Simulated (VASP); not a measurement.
Set up this calculation in VASP 6.6.1, as the native input.

* Task: single point
* Functional: PBE
* Potentials or basis: VASP PAW PBE potentials, release 64 (Ir)
* Cutoff: 520 eV
* k mesh: 12 × 12 × 12
* Occupations: fermi-dirac, width 0.05 eV
* Spin: no spin polarisation
* Dipole correction: no
* Further INCAR settings: ALGO = Normal; EDIFF = 1e-06; NBANDS = 10

The structure of Ir lies in POSCAR:

```
Ir
1.0
    0.0000000000      1.9346648193      1.9346648193
    1.9346648193      0.0000000000      1.9346648193
    1.9346648193      1.9346648193      0.0000000000
Ir
1
Direct
    0.0000000000      0.0000000000      0.0000000000
```

These files were run (other wordings do the same):

INCAR

```
ALGO = Normal
EDIFF = 1E-6
ENCUT = 520
GGA = PE
ISIF = 2
ISMEAR = -1
LASPH = T
LCHARG = F
LREAL = F
LWAVE = F
NBANDS = 10
NELM = 80
PREC = Accurate
SIGMA = 0.05
```

KPOINTS

```
k-points
0
Gamma
  12 12 12
```

Potentials or basis: VASP PAW PBE potentials, release 64 (Ir).

Run with:

```bash
$ cat potpaw_PBE.64/Ir/POTCAR > POTCAR
$ mpirun -np 1 vasp_std > vasp.out
```

It gave:

```json
{"Pressure": "0.5 GPa"}
```

Wall time 6.6 s on 1 thread of Intel(R) Xeon(R) Platinum 8488C (Sapphire Rapids) (shared host), peak memory 0.13 GiB.
